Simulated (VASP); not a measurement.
Set up this calculation in VASP 6.6.1, as the native input.

- Task: single point
- Functional: LDA
- Potentials or basis: VASP PAW LDA potentials, release 64 (Ag)
- Cutoff: 520 eV
- k mesh: 20 × 20 × 20
- Occupations: gaussian, width 0.15 eV
- Spin: no spin polarisation
- Dipole correction: no
- Further INCAR settings: ALGO = Normal; EDIFF = 1e-07; NBANDS = 12

The structure of Ag lies in POSCAR:

```
Ag
1.0
   -1.6142626500      1.6142626500      1.6142626500
    1.6142626500     -1.6142626500      1.6142626500
    1.6142626500      1.6142626500     -1.6142626500
Ag
1
Direct
    0.0000000000      0.0000000000      0.0000000000
```

This isn't the form of Ag at room conditions, which is fcc.

This cell differs from its parent crystal: strain -0.025 along x and y, -0.025 along z.

One way to write it, as run:

INCAR

```
ALGO = Normal
EDIFF = 1E-7
ENCUT = 520
ISIF = 2
ISMEAR = 0
LASPH = T
LCHARG = F
LREAL = F
LWAVE = F
NBANDS = 12
NELM = 80
PREC = Accurate
SIGMA = 0.15
```

KPOINTS

```
k-points
0
Gamma
  20 20 20
```

Potentials or basis: VASP PAW LDA potentials, release 64 (Ag).

Run with:

```console
$ cat potpaw_LDA.64/Ag/POTCAR > POTCAR
$ mpirun -np 1 vasp_std > vasp.out
```

It gave:

```yaml
Pressure: -5.0 GPa
Band_gap_on_the_k_mesh: zero (an odd number of electrons rules out a gap without spin polarisation)
```

Caveat: the cell differs from its parent crystal (strain -0.025 along x and y, -0.025 along z); the cell stands under tension.

Run time: 49 s on 1 thread of Intel Xeon 8259CL (shared host), peak memory 0.17 GiB.
